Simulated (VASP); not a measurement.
A run of VASP 6.6.1 is set up as follows.

The input INCAR:

```
SYSTEM = CaLuBi2O4
PREC = Accurate
ENCUT = 600
EDIFF = 1E-6
ISMEAR = -1
SIGMA = 0.1
LREAL = .False.
LASPH = .True.
NELM = 120
ALGO = Normal
ISIF = 2
LWAVE = .False.
LCHARG = .False.
GGA = PE
NBANDS = 54
GGA_COMPAT = .False.
```

Contents of KPOINTS:

```
Automatic mesh
0
Gamma
  8 8 4
  0 0 0
```

The input POSCAR:

```
CaLuBi2O4
1.0
    3.8008660000      0.0000000000      0.0000000000
    0.0000000000      3.8008660000      0.0000000000
    0.0000000000      0.0000000000      9.0251760000
Lu Bi O Ca
1 2 4 1
Direct
    0.0000000000      0.0000000000      0.0000000000
    0.5000000000      0.5000000000      0.7199859279
    0.5000000000      0.5000000000      0.2800140721
    0.5000000000      0.0000000000      0.8527554923
    0.0000000000      0.5000000000      0.8527554923
    0.5000000000      0.0000000000      0.1472445077
    0.0000000000      0.5000000000      0.1472445077
    0.0000000000      0.0000000000      0.5000000000
```

Potentials or basis: VASP PAW PBE potentials, release 64 (Lu, Bi_d, O, Ca_sv).

Launch:

```console
$ cat potpaw_PBE.64/Lu/POTCAR potpaw_PBE.64/Bi_d/POTCAR potpaw_PBE.64/O/POTCAR potpaw_PBE.64/Ca_sv/POTCAR > POTCAR
$ mpirun -np 1 vasp_std > vasp.out
```

Q: Estimate the largest force.

A: 0.073 eV/Å.

Q: Estimate the pressure.

A: 10.3 GPa.

Q: What does it give for the band gap on the k mesh?

A: Zero (an odd number of electrons rules out a gap without spin polarisation).

Forces in eV/Å, atoms in the order of the input:
```
Lu   0.000  0.000  0.000
Bi   0.000  0.000 -0.073
Bi   0.000  0.000  0.073
O    0.000  0.000 -0.002
O    0.000  0.000 -0.002
O    0.000  0.000  0.002
O    0.000  0.000  0.002
Ca   0.000  0.000  0.000
```

Caveat: the cell stands under pressure; spin-orbit coupling is left out, which moves the levels of the heavy elements; an odd number of electrons without spin polarisation forces a metal; a magnetic or distorted state may lie lower.
